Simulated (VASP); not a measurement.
# Mo: single point with PBEsol

Crystal: Mo.

```xyz
1
Lattice="-1.5477 1.5477 1.5477 1.5477 -1.5477 1.5477 1.5477 1.5477 -1.5477" Properties=species:S:1:pos:R:3 pbc="T T T"
Mo    0.0000    0.0000    0.0000
```

```
Program             : VASP 6.6.1
Task                : single point
Functional          : PBEsol
Potentials or basis : VASP PAW PBE potentials, release 64 (Mo_sv)
Cutoff              : 520 eV
k mesh              : 24 × 24 × 24
Occupations         : fermi-dirac, width 0.1 eV
Spin                : no spin polarisation
```

| Item | Value |
| --- | --- |
| Pressure | 10.6 GPa |
| Band gap on the k mesh | zero (band 7 reaches 17.65 eV, above the bottom of band 8 at 11.86 eV) |

Levels at points of the mesh, in eV from the Fermi level:
| k point | band 4 | band 5 | band 6 | band 7 | band 8 | band 9 | band 10 | band 11 |
| --- | --- | --- | --- | --- | --- | --- | --- | --- |
| (0.00, 0.00, 0.00) | -34.38 | -7.48 | -1.50 | -1.50 | -1.50 | 1.72 | 1.72 | 14.86 |
| (0.50, 0.00, 0.00) | -34.40 | -5.70 | -3.70 | 1.79 | 1.80 | 2.46 | 5.14 | 12.01 |
| (0.50, 0.50, 0.50) | -35.52 | -5.91 | -5.91 | 4.30 | 4.30 | 4.30 | 9.42 | 9.42 |

Run time: 33 s on 1 thread of Intel(R) Xeon(R) Platinum 8488C (Sapphire Rapids) (shared host), peak memory 0.18 GiB.

Caveat: the PAW data sets were made with another functional, which shifts forces and pressure a little.
